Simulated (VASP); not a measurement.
# FeCo3Ge4 (R3) in VASP: a series of runs

Runs on FeCo3Ge4. Level: PBE. Tasks: single point.

Everything below comes from runs of VASP 6.6.1. Logs are shortened: lines on timing, memory, paths and dates and some standing lists are left out, and cuts for length are marked.

## (1) The cell of the first run

The structure is trigonal, space group R3 (No. 146). Conventional cell: a = 6.574 Å, b = 6.574 Å, c = 8.038 Å, α = 90.00°, β = 90.00°, γ = 120.00°. Within 3.1 Å of Fe (site symmetry 3) lie 7 Ge at 2.37 to 2.62 Å and 6 Co at 2.86 Å. Co (site symmetry 1) has 7 Ge at 2.38 to 2.64 Å and 4 Co at 2.83 to 2.85 Å and 2 Fe at 2.86 Å within 3.1 Å. Ge (site symmetry 1) has 5 Co at 2.38 to 2.64 Å and 2 Fe at 2.40 to 2.62 Å and 6 Ge at 2.87 to 2.90 Å within 3.1 Å. Within 3.1 Å of Ge (site symmetry 3) lie 1 Fe at 2.37 Å and 6 Co at 2.39 to 2.64 Å and 6 Ge at 2.87 to 2.90 Å.

## (2) Single point, PBE, collinear spin, ferromagnetic start

Input file INCAR:

```
SYSTEM = FeCo3Ge4
ALGO     = Normal         ! electronic algorithm
EDIFF    = 1E-6           ! SCF threshold, eV
ENCUT    = 520            ! plane-wave cutoff, eV
GGA      = PE             ! functional
ISIF     = 2              ! what is computed and relaxed
ISMEAR   = 0              ! smearing method
ISPIN    = 2              ! spin polarisation
LASPH    = .True.         ! aspherical terms in the spheres
LCHARG   = .False.        ! write CHGCAR
LMAXMIX  = 4              ! l up to which the mixer works
LORBIT   = 11             ! projections on sites
LREAL    = .False.        ! projectors in reciprocal space
LWAVE    = .False.        ! write WAVECAR
MAGMOM   = 4 3 3 3 0 0 0 0 ! initial moments
NBANDS   = 60             ! bands
NELM     = 150            ! most SCF steps
PREC     = Accurate       ! precision mode
SIGMA    = 0.1            ! smearing width, eV
```

Input file KPOINTS:

```
k-points
0
Gamma
  4 4 4
  0 0 0
```

Input file POSCAR:

```
FeCo3Ge4
1.0
    3.2872265417      1.8978811288      2.6794394396
   -3.2872265417      1.8978811288      2.6794394396
    0.0000000000     -3.7957622575      2.6794394396
Fe Co Ge
1 3 4
Direct
    0.8652331881      0.8652331881      0.8652331881
    0.1355919972      0.6313817871      0.3652293801
    0.3652293801      0.1355919972      0.6313817871
    0.6313817871      0.3652293801      0.1355919972
    0.8388276068      0.3401547019      0.6634750730
    0.6634750730      0.8388276068      0.3401547019
    0.3401547019      0.6634750730      0.8388276068
    0.1601062658      0.1601062658      0.1601062658
```

Potentials or basis: VASP PAW PBE potentials, release 64 (Fe, Co, Ge_d).

Command:

```bash
cat potpaw_PBE.64/Fe/POTCAR potpaw_PBE.64/Co/POTCAR potpaw_PBE.64/Ge_d/POTCAR > POTCAR
mpirun -np 1 vasp_std > vasp.out
```

OUTCAR:

```text
SYSTEM = FeCo3Ge4
   EDIFF = 1E-6
   ENCUT = 520
   GGA = PE
   ISIF = 2
   ISMEAR = 0
   ISPIN = 2
   LASPH = .True.
   LORBIT = 11
   LREAL = .False.
   NELM = 150
   PREC = Accurate

 ion  position               nearest neighbor table
   1  0.865  0.865  0.865-   8 2.37   7 2.40   5 2.40   6 2.40   6 2.62   5 2.62   7 2.62   4 2.86
                             2 2.86   3 2.86   3 2.86   2 2.86   4 2.86
   2  0.136  0.631  0.365-   5 2.38   8 2.39   6 2.40   7 2.40   7 2.63   6 2.64   8 2.64   4 2.83
                             3 2.83   3 2.85   4 2.85   1 2.86   1 2.86
   3  0.365  0.136  0.631-   6 2.38   8 2.39   7 2.40   5 2.40   5 2.63   7 2.64   8 2.64   2 2.83
                             4 2.83   4 2.85   2 2.85   1 2.86   1 2.86
   4  0.631  0.365  0.136-   7 2.38   8 2.39   5 2.40   6 2.40   6 2.63   5 2.64   8 2.64   2 2.83
                             3 2.83   3 2.85   2 2.85   1 2.86   1 2.86
   5  0.839  0.340  0.663-   2 2.38   4 2.40   3 2.40   1 2.40   1 2.62   3 2.63   4 2.64   8 2.87
                             7 2.88   6 2.88   6 2.89   7 2.89   8 2.90
   6  0.663  0.839  0.340-   3 2.38   2 2.40   4 2.40   1 2.40   1 2.62   4 2.63   2 2.64   8 2.87
                             5 2.88   7 2.88   7 2.89   5 2.89   8 2.90
   7  0.340  0.663  0.839-   4 2.38   3 2.40   2 2.40   1 2.40   1 2.62   2 2.63   3 2.64   8 2.87
                             5 2.88   6 2.88   6 2.89   5 2.89   8 2.90
   8  0.160  0.160  0.160-   1 2.37   3 2.39   2 2.39   4 2.39   4 2.64   3 2.64   2 2.64   7 2.87
                             5 2.87   6 2.87   6 2.90   5 2.90   7 2.90

  LATTYP: Found a trigonal (rhomboedric) cell.
 ALAT       =     4.6462034852
 COS(alpha) =    -0.0011353876

  Lattice vectors:

 A1 = (   3.2872265417,   1.8978811288,   2.6794394396)
 A2 = (  -3.2872265417,   1.8978811288,   2.6794394396)
 A3 = (   0.0000000000,  -3.7957622575,   2.6794394396)

Analysis of symmetry for initial positions (statically):
=====================================================================
 Subroutine PRICEL returns:
 Original cell was already a primitive cell.

 Routine SETGRP: Setting up the symmetry group for a
 trigonal (rhombohedral) supercell.

 Subroutine GETGRP returns: Found  3 space group operations
 (whereof  3 operations were pure point group operations)
 out of a pool of 12 trial point group operations.

The static configuration has the point symmetry C_3 .

Analysis of symmetry for dynamics (positions and initial velocities):
=====================================================================
 Subroutine PRICEL returns:
 Original cell was already a primitive cell.

 Routine SETGRP: Setting up the symmetry group for a
 trigonal (rhombohedral) supercell.

 Subroutine GETGRP returns: Found  3 space group operations
 (whereof  3 operations were pure point group operations)
 out of a pool of 12 trial point group operations.

The dynamic configuration has the point symmetry C_3 .

Analysis of structural, dynamic, and magnetic symmetry:
=====================================================================
 Subroutine PRICEL returns:
 Original cell was already a primitive cell.

 Routine SETGRP: Setting up the symmetry group for a
 trigonal (rhombohedral) supercell.

 Subroutine GETGRP returns: Found  3 space group operations
 (whereof  3 operations were pure point group operations)
 out of a pool of 12 trial point group operations.

The overall configuration has the point symmetry C_3 .

 Subroutine INISYM returns: Found  3 space group operations
 (whereof  3 operations are pure point group operations),
 and found     1 'primitive' translations

----------------------------------------------------------------------------------------

                                     Primitive cell

  volume of cell :     100.2984

  direct lattice vectors                    reciprocal lattice vectors
     3.287226542  1.897881129  2.679439440     0.152103907  0.087817232  0.124404130
    -3.287226542  1.897881129  2.679439440    -0.152103907  0.087817232  0.124404130
     0.000000000 -3.795762257  2.679439440     0.000000000 -0.175634463  0.124404130

  length of vectors
     4.646203485  4.646203485  4.646203485     0.215229766  0.215229766  0.215229766

  position of ions in fractional coordinates (direct lattice)
     0.865233188  0.865233188  0.865233188
     0.135591997  0.631381787  0.365229380
     0.365229380  0.135591997  0.631381787
     0.631381787  0.365229380  0.135591997
[... 69 lines left out ...]
   ICHARG =      2    charge: 1-file 2-atom 10-const
   ISPIN  =      2    spin polarized calculation?
   LNONCOLLINEAR =      F non collinear calculations
   LSORBIT =      F    spin-orbit coupling
   LASPH  =      T    aspherical Exc in radial PAW
   ENCUT  =  520.0 eV  38.22 Ry    6.18 a.u.   8.64  8.64  8.64*2*pi/ulx,y,z
   NELM   =    150;   NELMIN=  2; NELMDL= -5     # of ELM steps
   EDIFF  = 0.1E-05   stopping-criterion for ELM
   LREAL  =      F    real-space projection
   EDIFFG = 0.1E-04   stopping-criterion for IOM
   NSW    =      0    number of steps for IOM
   IBRION =     -1    ionic relax: 0-MD 1-quasi-New 2-CG
   NFREE  =      0    steps in history (QN), initial steepest desc. (CG)
   ISIF   =      2    stress and relaxation
   ISYM   =      2    0-nonsym 1-usesym 2-fastsym
   POTIM  = 0.5000    time-step for ionic-motion
   TEBEG  =    0.0;   TEEND  =   0.0 temperature during run
   PSTRESS=    0.0 pullay stress
   NELECT =      91.0000    total number of electrons
   NUPDOWN=      -1.0000    fix difference up-down
   EMIN   =  10.00;   EMAX   =-10.00  energy-range for DOS
   EFERMI =   0.00;   METHOD = LEGACY
   ISMEAR =     0;   SIGMA  =   0.10  broadening in eV -4-tet -1-fermi 0-gaus
   EFERMI_NEDOS =   21; number of points for ismear=-14 and -15
   IALGO  =     38    algorithm
   IMIX   =      4    mixing-type and parameters
     AMIX     =   0.40;   BMIX     =  1.00
     AMIX_MAG =   1.60;   BMIX_MAG =  1.00
  volume/ion in A,a.u.               =      12.54        84.61
  Fermi-wavevector in a.u.,A,eV,Ry     =   1.584859  2.994950 34.174823  2.511779
  Thomas-Fermi vector in A             =   2.684412
   LORBIT       =     11    0 simple, 1 ext, 2 COOP (PROOUT), +10 PAW based schemes
   GGA     = PE    functional components
   LHFCALC =     F    Hartree Fock is set to
   AEXX    =    0.0000 exact exchange contribution
   IVDW    =     0    specifies the selected vdW correction
   LEPSILON=     F    determine dielectric tensor
   LRPA    =     F    only Hartree local field effects (RPA)
 spin polarized calculation
 Gauss-broadening in eV      SIGMA  =   0.10
  energy-cutoff  :      520.00
  volume of cell :      100.30
 maximum number of plane-waves:      2730
 NGX is ok and might be reduce to    36
   NGX = 17   NGY = 17   NGZ = 17

 number of electron      91.0000000 magnetization      13.0000000

 number of electron      90.9999931 magnetization       1.2027920

 Free energy of the ion-electron system (eV)
  ---------------------------------------------------
  ext. energy  EPLUGINS =         0.00000000
  ---------------------------------------------------
  free energy    TOTEN  =       -48.79948115 eV

  energy without entropy =      -48.77136519  energy(sigma->0) =      -48.78542317

 E-fermi :   9.6444     XC(G=0): -13.0287

 val. band max:        9.6112257998   @ k =   0.0000   0.0000   0.0000
 cond. band min:       9.6475785119   @ k =   0.5000   0.2500   0.0000
 fundamental gap:      0.0363527121
 Fermi energy:         9.6443731600

 spin component 1

 k-point     1 :       0.0000    0.0000    0.0000
  band No.  band energies     occupation
      1     -15.1618      1.00000
      2     -15.1618      1.00000
      3     -15.1508      1.00000
      4     -15.1233      1.00000
      5     -15.1233      1.00000
      6     -15.1118      1.00000
[... 829 lines left out ...]
     56      15.0529      0.00000
     57      17.8718      0.00000
 Fermi energy:         9.6443731600

 spin component 2

 k-point     1 :       0.0000    0.0000    0.0000
  band No.  band energies     occupation
      1     -15.1659      1.00000
      2     -15.1659      1.00000
      3     -15.1584      1.00000
      4     -15.1272      1.00000
      5     -15.1272      1.00000
      6     -15.1190      1.00000
[... 829 lines left out ...]
     56      15.0998      0.00000
     57      17.8835      0.00000
 [bands above 57 left out]

------------------------ aborting loop because EDIFF is reached ----------------------------------------

  FORCE on cell =-STRESS in cart. coord.  units (eV):
  Direction    XX          YY          ZZ          XY          YZ          ZX
  --------------------------------------------------------------------------------------
  -------------------------------------------------------------------------------------
  Total        0.0994643      0.0994643      0.1106970      0.0000001      0.0000000      0.0000000
  in kB        1.5888536      1.5888536      1.7682862      0.0000011      0.0000000      0.0000000
  external PRESSURE =       1.6486645 kB  Pullay stress =       0.0000000 kB

 VOLUME and BASIS-vectors are now :
 -----------------------------------------------------------------------------
  energy-cutoff  :      520.00
  volume of cell :      100.30
      direct lattice vectors                 reciprocal lattice vectors
     3.287226542  1.897881129  2.679439440     0.152103907  0.087817232  0.124404130
    -3.287226542  1.897881129  2.679439440    -0.152103907  0.087817232  0.124404130
     0.000000000 -3.795762257  2.679439440     0.000000000 -0.175634463  0.124404130

 POSITION                                       TOTAL-FORCE (eV/Angst)
 -----------------------------------------------------------------------------------
      0.00000      0.00000      6.95502        -0.000000     -0.000000     -0.016485
     -1.62977      0.06930      3.03367         0.001325      0.016443      0.006692
      0.75487     -1.44608      3.03367        -0.014902     -0.007074      0.006692
      0.87490      1.37677      3.03367         0.013577     -0.009369      0.006692
      1.63925     -0.28083      4.93675        -0.003814      0.001071     -0.002734
     -0.57642      1.56005      4.93675         0.000979     -0.003838     -0.002734
     -1.06283     -1.27922      4.93675         0.002835      0.002767     -0.002734
      0.00000      0.00000      1.28699        -0.000000      0.000000      0.004612
 -----------------------------------------------------------------------------------
    total drift:                                0.000000      0.000006      0.001856

  FREE ENERGIE OF THE ION-ELECTRON SYSTEM (eV)
  ---------------------------------------------------
  free  energy   TOTEN  =       -48.7994811488 eV

  energy  without entropy=      -48.7713651852  energy(sigma->0) =      -48.78542317

 total charge

# of ion       s       p       d       tot
------------------------------------------
    1        0.377   0.504   6.507   7.388
    2        0.381   0.486   7.505   8.372
    3        0.381   0.486   7.505   8.372
    4        0.381   0.486   7.505   8.372
    5        1.114   1.225  10.121  12.461
    6        1.114   1.225  10.121  12.461
    7        1.114   1.225  10.121  12.461
    8        1.121   1.219  10.122  12.462
--------------------------------------------------
tot          5.981   6.859  69.507  82.347

 magnetization (x)

# of ion       s       p       d       tot
------------------------------------------
    1        0.004   0.001   0.900   0.905
    2       -0.001  -0.004   0.152   0.147
    3       -0.001  -0.004   0.152   0.147
    4       -0.001  -0.004   0.152   0.147
    5       -0.003  -0.019  -0.003  -0.026
    6       -0.003  -0.019  -0.003  -0.026
    7       -0.003  -0.019  -0.003  -0.026
    8       -0.006  -0.011  -0.004  -0.021
--------------------------------------------------
tot         -0.016  -0.079   1.341   1.247
```

Run time: 1.9 min. Hardware: 1 thread of Intel Xeon Platinum 8559C (Emerald Rapids), shared host; peak memory 0.3 GiB.

What came out:

| Item | Value |
| --- | --- |
| Free energy | -48.7995 eV |
| Pressure | 0.2 GPa |
| Largest force | 0.018 eV/Å |
| Net moment | 1.20 μB per cell |
| Site moments | Fe +0.91; Co +0.15; Ge -0.03, -0.02 μB |
| Valence electrons inside the program's atomic spheres | Fe 7.39; Co 8.37; Ge 12.46 |

Forces in eV/Å, atoms in the order of the input:
```
Fe   0.000  0.000 -0.016
Co   0.001  0.016  0.007
Co  -0.015 -0.007  0.007
Co   0.014 -0.009  0.007
Ge  -0.004  0.001 -0.003
Ge   0.001 -0.004 -0.003
Ge   0.003  0.003 -0.003
Ge   0.000  0.000  0.005
```

Caveat: the moment fell far below its start of 4 μB, so a state of higher moment may lie lower in energy.

## (3) Single point, PBE, collinear spin, ferromagnetic start

This run uses another cell than the first one, of 14.98 Å³/atom, 1.195 times its volume.

Input file INCAR:

```
PREC     = Accurate       # precision mode
ENCUT    = 520            # plane-wave cutoff, eV
EDIFF    = 1E-7           # SCF threshold, eV
ISMEAR   = 0              # smearing method
SIGMA    = 0.1            # smearing width, eV
LREAL    = False          # projectors in reciprocal space
LASPH    = True           # aspherical terms in the spheres
NELM     = 150            # most SCF steps
ALGO     = Normal         # electronic algorithm
ISIF     = 2              # what is computed and relaxed
LWAVE    = False          # write WAVECAR
LCHARG   = True           # write CHGCAR
ISPIN    = 2              # spin polarisation
MAGMOM   = 4 3 3 3 0 0 0 0 # initial moments
LORBIT   = 11             # projections on sites
LMAXMIX  = 4              # l up to which the mixer works
GGA      = PE             # functional
LELF     = True           # ELF
LVHAR    = True         
NBANDS   = 60             # bands
```

Input file KPOINTS:

```
regular mesh
0
Gamma
  4 4 4
```

Input file POSCAR:

```
FeCo3Ge4
1.0
    3.4863498200      2.0128450100      2.8465927100
   -3.4863498200      2.0128450100      2.8465927100
    0.0000000000     -4.0256900200      2.8465927100
Fe Co Ge
1 3 4
Direct
    0.8650000000      0.8650000000      0.8650000000
    0.1350000000      0.6350000000      0.3650000000
    0.3650000000      0.1350000000      0.6350000000
    0.6350000000      0.3650000000      0.1350000000
    0.8420000000      0.3420000000      0.6580000000
    0.6580000000      0.8420000000      0.3420000000
    0.3420000000      0.6580000000      0.8420000000
    0.1580000000      0.1580000000      0.1580000000
```

Potentials or basis: VASP PAW PBE potentials, release 64 (Fe, Co, Ge_d).

Command:

```bash
cat potpaw_PBE.64/Fe/POTCAR potpaw_PBE.64/Co/POTCAR potpaw_PBE.64/Ge_d/POTCAR > POTCAR
mpirun -np 1 vasp_std > vasp.out
```

Wall time 2.5 min (1 thread of Intel Xeon Platinum 8559C (Emerald Rapids), shared host); peak memory 0.38 GiB.

The run converged. Its results:

```yaml
Free_energy: -47.4022 eV
Pressure: -18.0 GPa
Largest_force: 0.426 eV/Å
Net_moment: 3.15 μB per cell
Site_moments: Fe +1.81; Co +0.58; Ge -0.05, -0.04 μB
Valence_electrons_inside_the_program's_atomic_spheres: Fe 7.01; Co 8.06; Ge 12.26
```

Forces in eV/Å, atoms in the order of the input:
```
Fe   0.000  0.000  0.411
Co   0.005 -0.401 -0.146
Co   0.344  0.205 -0.146
Co  -0.349  0.196 -0.146
Ge   0.009 -0.313 -0.111
Ge   0.267  0.164 -0.111
Ge  -0.275  0.149 -0.111
Ge   0.000  0.000  0.361
```

Stress tensor (GPa, compression positive):
```
-17.97   0.00   0.00
  0.00 -17.97   0.00
  0.00   0.00 -18.16
```

Levels at points of the mesh, in eV from the Fermi level:
Spin up:
```
           k point  band 45  band 46  band 47  band 48  band 49  band 50
(0.00, 0.00, 0.00)    -0.68    -0.68    -0.62     0.97     0.97     1.00
(0.50, 0.00, 0.00)    -0.77    -0.72     0.17     0.19     0.34     0.35
(0.50, 0.50, 0.00)    -0.44    -0.43    -0.35    -0.30     0.62     0.64
(0.50, 0.50, 0.50)    -0.80    -0.80    -0.74    -0.71     3.30     3.30
```
Spin down:
```csv
k point,band 40,band 41,band 42,band 43,band 44,band 45,band 46,band 47,band 48,band 49
"(0.00, 0.00, 0.00)",-0.44,-0.44,-0.39,-0.10,-0.10,0.08,0.51,0.51,1.31,1.31
"(0.50, 0.00, 0.00)",-0.81,-0.55,-0.29,-0.22,-0.08,0.09,0.21,0.81,1.02,1.18
"(0.50, 0.50, 0.00)",-0.82,-0.71,-0.60,-0.47,-0.19,0.35,0.37,0.55,0.84,1.17
"(0.50, 0.50, 0.50)",-0.58,-0.58,-0.28,-0.28,-0.26,0.12,0.15,0.73,0.73,3.32
```
